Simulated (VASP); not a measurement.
# TiO2 (P1) in VASP: single point with r2SCAN+D3(BJ)

Aim: the single point of TiO2 with r2SCAN+D3(BJ).

Program: VASP 6.6.1. These are calculated values, not measurements. Logs are shortened: lines on timing, memory, paths and dates and some standing lists are left out, and cuts for length are marked.

## 1. The cell of the first run

The typed cell holds 12 atoms: a = 6.435 Å, b = 6.435 Å, c = 6.616 Å, α = 106.18°, β = 106.18°, γ = 34.04°.

## 2. Single point, r2SCAN+D3(BJ)

Contents of POSCAR:

```
TiO2
1.0
    6.1535770000     -1.8834680000      0.0000000000
    6.1535770000      1.8834680000      0.0000000000
   -1.9283260000      0.0000000000      6.3289670000
Ti O
4 8
Direct
    0.7603898902      0.8295707841      0.6986606187
    0.1714100873      0.0187130412      0.7338164348
    0.1187270965      0.2506114715      0.2447476816
    0.8694072978      0.9109264529      0.2848174118
   -0.1241911816      0.2004227752      0.3228172939
    0.5981175867      0.6282747224      0.6933990966
    0.1689995285      0.0301068050     -0.0170011947
    0.9846074576      0.8499622180      0.5728106972
    0.6880008780      0.7550049364      0.3096713887
    0.7597019865      0.9189826327      0.9716277554
    0.1838388751      0.3285718889      0.6866365396
    0.3438354927      0.3391632604      0.2927333955
```

Contents of INCAR.step1:

```
SYSTEM = TiO2
PREC = Accurate ; ENCUT = 520
ISMEAR = -1 ; SIGMA = 0.36
LREAL = .FALSE. ; LASPH = .TRUE.
NELM = 60 ; NBANDS = 60
GGA = PE ; ALGO = Normal
EDIFF = 1E-4 ; LWAVE = .TRUE.
LCHARG = .FALSE.
```

Contents of INCAR.step2:

```
SYSTEM = TiO2
PREC = Accurate ; ENCUT = 520
EDIFF = 1E-6 ; ISMEAR = -1
SIGMA = 0.36 ; LREAL = .FALSE.
LASPH = .TRUE. ; NELM = 60
ALGO = Normal ; ISIF = 2
LWAVE = .FALSE. ; LCHARG = .TRUE.
METAGGA = R2SCAN ; LMIXTAU = .TRUE.
IVDW = 12 ; VDW_S6 = 1.0
VDW_S8 = 0.78981345 ; VDW_A1 = 0.49484001
VDW_A2 = 5.73083694 ; LELF = .TRUE.
LVHAR = .TRUE. ; NBANDS = 60
ISTART = 1
```

Contents of KPOINTS:

```
regular mesh
0
G
  5 5 3
  0 0 0
```

Potentials or basis: VASP PAW PBE potentials, release 64 (Ti_sv, O).

Command:

```console
$ cat potpaw_PBE.64/Ti_sv/POTCAR potpaw_PBE.64/O/POTCAR > POTCAR
$ cp INCAR.step1 INCAR
$ mpirun -np 1 vasp_std > vasp.out
$ cp INCAR.step2 INCAR
$ mpirun -np 1 vasp_std > vasp.out
```

OUTCAR:

```text
SYSTEM = TiO2
   PREC = Accurate
   ENCUT = 520
   EDIFF = 1E-6
   ISMEAR = -1
   LREAL = .FALSE.
   LASPH = .TRUE.
   NELM = 60
   ISIF = 2
   METAGGA = R2SCAN
   IVDW = 12
   ISTART = 1
 IVDW          = 12

 ion  position               nearest neighbor table
   1  0.760  0.830  0.699-  10 1.74  11 1.80   8 1.96  11 2.08   6 2.23
   2  0.171  0.019  0.734-   6 1.59   7 1.63   8 2.14  11 2.17   6 2.26
   3  0.119  0.251  0.245-   7 1.82   9 1.84  12 1.88   5 2.05   9 2.07
   4  0.869  0.911  0.285-   5 1.84   8 1.87  12 1.90  10 1.99  12 2.06   9 2.13
   5  0.876  0.200  0.323-   4 1.84   3 2.05
   6  0.598  0.628  0.693-   2 1.59   1 2.23   2 2.26
   7  0.169  0.030  0.983-   2 1.63   3 1.82
   8  0.985  0.850  0.573-   4 1.87   1 1.96   2 2.14
   9  0.688  0.755  0.310-   3 1.84   3 2.07   4 2.13
  10  0.760  0.919  0.972-   1 1.74   4 1.99
  11  0.184  0.329  0.687-   1 1.80   1 2.08   2 2.17
  12  0.344  0.339  0.293-   3 1.88   4 1.90   4 2.06

  LATTYP: Found a base centered monoclinic cell.
 ALAT       =    12.3071540000
 B/A-ratio  =     0.3060769370
 C/A-ratio  =     0.5375907576
 COS(beta)  =    -0.2914546766

  Lattice vectors:

 A1 = (   6.1535770000,  -1.8834680000,   0.0000000000)
 A2 = (   6.1535770000,   1.8834680000,   0.0000000000)
 A3 = (  -1.9283260000,   0.0000000000,   6.3289670000)

Analysis of symmetry for initial positions (statically):
=====================================================================
 Subroutine PRICEL returns:
 Original cell was already a primitive cell.

 Routine SETGRP: Setting up the symmetry group for a
 base centered monoclinic supercell.

 Subroutine GETGRP returns: Found  1 space group operations
 (whereof  1 operations were pure point group operations)
 out of a pool of  4 trial point group operations.

The static configuration has the point symmetry C_1 .

Analysis of symmetry for dynamics (positions and initial velocities):
=====================================================================
 Subroutine PRICEL returns:
 Original cell was already a primitive cell.

 Routine SETGRP: Setting up the symmetry group for a
 base centered monoclinic supercell.

 Subroutine GETGRP returns: Found  1 space group operations
 (whereof  1 operations were pure point group operations)
 out of a pool of  4 trial point group operations.

The dynamic configuration has the point symmetry C_1 .

 Subroutine INISYM returns: Found  1 space group operations
 (whereof  1 operations are pure point group operations),
 and found     1 'primitive' translations

----------------------------------------------------------------------------------------

                                     Primitive cell

  volume of cell :     146.7063

  direct lattice vectors                    reciprocal lattice vectors
     6.153577000 -1.883468000  0.000000000     0.081253554 -0.265467744  0.024756542
     6.153577000  1.883468000  0.000000000     0.081253554  0.265467744  0.024756542
    -1.928326000  0.000000000  6.328967000     0.000000000  0.000000000  0.158003668

  length of vectors
     6.435368024  6.435368024  6.616212243     0.278725939  0.278725939  0.158003668

  position of ions in fractional coordinates (direct lattice)
     0.760389890  0.829570784  0.698660619
     0.171410087  0.018713041  0.733816435
     0.118727097  0.250611472  0.244747682
     0.869407298  0.910926453  0.284817412
     0.875808818  0.200422775  0.322817294
     0.598117587  0.628274722  0.693399097
     0.168999529  0.030106805  0.982998805
     0.984607458  0.849962218  0.572810697
     0.688000878  0.755004936  0.309671389
     0.759701986  0.918982633  0.971627755
     0.183838875  0.328571889  0.686636540
     0.343835493  0.339163260  0.292733396

  ion indices of the primitive-cell ions
   primitive index   ion index
                 1           1
                 2           2
                 3           3
                 4           4
                 5           5
                 6           6
                 7           7
                 8           8
                 9           9
                10          10
                11          11
                12          12

----------------------------------------------------------------------------------------

 KPOINTS: regular mesh

Automatic generation of k-mesh.
 Grid dimensions read from file:
 generate k-points for:    5    5    3

 Generating k-lattice:

  Cartesian coordinates                     Fractional coordinates (reciprocal lattice)
     0.016250711 -0.053093549  0.004951308     0.200000000  0.000000000  0.000000000
     0.016250711  0.053093549  0.004951308     0.000000000  0.200000000  0.000000000
     0.000000000  0.000000000  0.052667889     0.000000000  0.000000000  0.333333333

  Length of vectors
     0.055745188  0.055745188  0.052667889

  Shift w.r.t. Gamma in fractional coordinates (k-lattice)
     0.000000000  0.000000000  0.000000000

 Subroutine IBZKPT returns following result:
 ===========================================

 Found     38 irreducible k-points:

 Following reciprocal coordinates:
            Coordinates               Weight
  0.000000  0.000000  0.000000      1.000000
  0.200000 -0.000000  0.000000      2.000000
  0.000000 -0.200000  0.000000      2.000000
  0.400000 -0.000000  0.000000      2.000000
  0.000000 -0.400000  0.000000      2.000000
  0.200000  0.200000  0.000000      2.000000
[... 16 lines left out ...]
  0.200000  0.200000  0.333333      2.000000
  0.400000  0.200000  0.333333      2.000000
 [... further k-points ...]
   k-points           NKPTS =     38   k-points in BZ     NKDIM =     38   number of bands    NBANDS=     60
   number of dos      NEDOS =    301   number of ions     NIONS =     12
   total plane-waves  NPLWV = 115200
   dimension x,y,z NGX =    48 NGY =   48 NGZ =   50
   dimension x,y,z NGXF=    96 NGYF=   96 NGZF=  100
   ions per type =               4   8
   NGX,Y,Z   is equivalent  to a cutoff of  12.40, 12.40, 12.56 a.u.
   NGXF,Y,Z  is equivalent  to a cutoff of  24.80, 24.80, 25.13 a.u.
 SYSTEM =  TiO2
   PREC   = accura    normal or accurate (medium, high low for compatibility)
   ISTART =      1    job   : 0-new  1-cont  2-samecut
   ICHARG =      0    charge: 1-file 2-atom 10-const
   ISPIN  =      1    spin polarized calculation?
   LNONCOLLINEAR =      F non collinear calculations
   LSORBIT =      F    spin-orbit coupling
   LASPH  =      T    aspherical Exc in radial PAW
   ENCUT  =  520.0 eV  38.22 Ry    6.18 a.u.  11.97 11.97 12.30*2*pi/ulx,y,z
   NELM   =     60;   NELMIN=  2; NELMDL=  0     # of ELM steps
   EDIFF  = 0.1E-05   stopping-criterion for ELM
   LREAL  =      F    real-space projection
   EDIFFG = 0.1E-04   stopping-criterion for IOM
   NSW    =      0    number of steps for IOM
   IBRION =     -1    ionic relax: 0-MD 1-quasi-New 2-CG
   NFREE  =      0    steps in history (QN), initial steepest desc. (CG)
   ISIF   =      2    stress and relaxation
   ISYM   =      2    0-nonsym 1-usesym 2-fastsym
   POTIM  = 0.5000    time-step for ionic-motion
   TEBEG  =    0.0;   TEEND  =   0.0 temperature during run
   PSTRESS=    0.0 pullay stress
   NELECT =      96.0000    total number of electrons
   NUPDOWN=      -1.0000    fix difference up-down
   EMIN   =  10.00;   EMAX   =-10.00  energy-range for DOS
   EFERMI =   0.00;   METHOD = LEGACY
   ISMEAR =    -1;   SIGMA  =   0.36  broadening in eV -4-tet -1-fermi 0-gaus
   EFERMI_NEDOS =   21; number of points for ismear=-14 and -15
   IALGO  =     38    algorithm
   IMIX   =      4    mixing-type and parameters
     AMIX     =   0.40;   BMIX     =  1.00
     AMIX_MAG =   1.60;   BMIX_MAG =  1.00
  volume/ion in A,a.u.               =      12.23        82.50
  Fermi-wavevector in a.u.,A,eV,Ry     =   1.421289  2.685846 27.484611  2.020062
  Thomas-Fermi vector in A             =   2.542114
   LORBIT       =      0    0 simple, 1 ext, 2 COOP (PROOUT), +10 PAW based schemes
   METAGGA = R2SCAN    functional components
   LHFCALC =     F    Hartree Fock is set to
   AEXX    =    0.0000 exact exchange contribution
   IVDW    =    12    specifies the selected vdW correction
   LEPSILON=     F    determine dielectric tensor
   LRPA    =     F    only Hartree local field effects (RPA)
 non-spin polarized calculation
  energy-cutoff  :      520.00
  volume of cell :      146.71
 maximum number of plane-waves:      3965
   NGX = 23   NGY = 23   NGZ = 25

 number of electron      95.9999999 magnetization

 Free energy of the ion-electron system (eV)
  ---------------------------------------------------
  ext. energy  EPLUGINS =         0.00000000
  ---------------------------------------------------
  free energy    TOTEN  =      -135.52283822 eV

  energy without entropy =     -135.30800678  energy(sigma->0) =     -135.41542250

 E-fermi :   4.0456     XC(G=0): -10.9534

 val. band max:        2.6249334902   @ k =  -0.0000   0.4000  -0.3333
 cond. band min:       5.4838047180   @ k =  -0.4000  -0.4000   0.3333
 fundamental gap:      2.8588712278
 Fermi energy:         4.0455700135

 k-point     1 :       0.0000    0.0000    0.0000
  band No.  band energies     occupation
      1     -56.2060      2.00000
      2     -55.8371      2.00000
      3     -55.7571      2.00000
      4     -55.3953      2.00000
      5     -31.5863      2.00000
      6     -31.4519      2.00000
[... 52 lines left out ...]
     59       7.5267      0.00013
     60       7.7063      0.00008

 k-point     2 :       0.2000   -0.0000    0.0000
  band No.  band energies     occupation
      1     -56.2050      2.00000
      2     -55.8361      2.00000
      3     -55.7563      2.00000
      4     -55.3944      2.00000
      5     -31.5873      2.00000
      6     -31.4696      2.00000
[... 52 lines left out ...]
     59       7.5214      0.00013
     60       7.7035      0.00008

 k-point     3 :       0.0000   -0.2000    0.0000
  band No.  band energies     occupation
      1     -56.2050      2.00000
      2     -55.8361      2.00000
      3     -55.7563      2.00000
      4     -55.3944      2.00000
      5     -31.5871      2.00000
      6     -31.4670      2.00000
[... 1312 lines left out ...]
     59       7.5615      0.00011
     60       7.8384      0.00005

 k-point    24 :       0.4000    0.2000    0.3333
  band No.  band energies     occupation
      1     -56.2049      2.00000
      2     -55.8360      2.00000
      3     -55.7565      2.00000
      4     -55.3945      2.00000
      5     -31.5850      2.00000
      6     -31.4662      2.00000
[... 52 lines left out ...]
     59       7.5462      0.00012
     60       7.7950      0.00006

 [... further k-points ...]

------------------------ aborting loop because EDIFF is reached ----------------------------------------

 Edisp (eV)   -1.18998

 E8    (eV) :    -0.3657

  FORCE on cell =-STRESS in cart. coord.  units (eV):
  Direction    XX          YY          ZZ          XY          YZ          ZX
  --------------------------------------------------------------------------------------
  -------------------------------------------------------------------------------------
  Total      -5.47770    10.86032    10.18568    -2.32541     3.73677    -1.35006
  in kB     -59.82190   118.60541   111.23766   -25.39580    40.80917   -14.74399
  external pressure =       56.67 kB  Pullay stress =        0.00 kB

 VOLUME and BASIS-vectors are now :
 -----------------------------------------------------------------------------
  energy-cutoff  :      520.00
  volume of cell :      146.71
      direct lattice vectors                 reciprocal lattice vectors
     6.153577000 -1.883468000  0.000000000     0.081253554 -0.265467744  0.024756542
     6.153577000  1.883468000  0.000000000     0.081253554  0.265467744  0.024756542
    -1.928326000  0.000000000  6.328967000     0.000000000  0.000000000  0.158003668

 POSITION                                       TOTAL-FORCE (eV/Angst)
 -----------------------------------------------------------------------------------
      8.43670      0.13030      4.42180         0.806332      0.582249      0.101925
     -0.24510     -0.28760      4.64430        -0.743401      7.608054     -6.166658
      1.80080      0.24840      1.54900        -2.401709     -0.726163      1.500632
     10.40620      0.07820      1.80260         1.626305      0.689284     -0.840746
      6.00018     -1.27207      2.04310         0.614818     -1.949690      0.008757
      6.20960      0.05680      4.38850         1.706019     -6.020166     -1.085874
     -0.67033     -0.26160      6.22137        -1.056595      0.779168      4.879633
     10.18460     -0.25360      3.62530         0.644680      1.118187      3.118926
      8.28250      0.12620      1.95990        -0.815313      0.164988      0.356711
      8.45630      0.30000      6.14940         0.435537     -0.824646      0.363674
      1.82910      0.27260      4.34570        -1.181165     -3.104523     -1.212143
      3.63840     -0.00880      1.85270         0.364492      1.683258     -1.024839
 -----------------------------------------------------------------------------------
    total drift:                                0.003088     -0.000161     -0.000736

  FREE ENERGIE OF THE ION-ELECTRON SYSTEM (eV)
  ---------------------------------------------------
  free  energy   TOTEN  =      -136.7128174316 eV

  energy  without entropy=     -136.4979859891  energy(sigma->0) =     -136.60540171
```

Wall time 51 min (1 thread of Intel Xeon 8259CL, shared host); peak memory 0.51 GiB.

Results:

```
Free energy                : -136.7128 eV
Pressure                   : 5.7 GPa
Largest force              : 9.822 eV/Å
Band gap on the k mesh     : 2.86 eV (least direct gap 3.11 eV)
Dispersion energy per atom : -0.099 eV
```

Forces on the atoms (eV/Å):
```
Ti   0.806  0.582  0.102
Ti  -0.743  7.608 -6.167
Ti  -2.402 -0.726  1.501
Ti   1.626  0.689 -0.841
O    0.615 -1.950  0.009
O    1.706 -6.020 -1.086
O   -1.057  0.779  4.880
O    0.645  1.118  3.119
O   -0.815  0.165  0.357
O    0.436 -0.825  0.364
O   -1.181 -3.105 -1.212
O    0.364  1.683 -1.025
```

Caveat: the stress differs along the axes, from -6 to 12 GPa; the atoms stand as in a frame of molecular dynamics; so wide a smearing shifts energies and pressures; the PAW data sets were made with another functional, which shifts forces and pressure a little. A k mesh can miss the band edges.
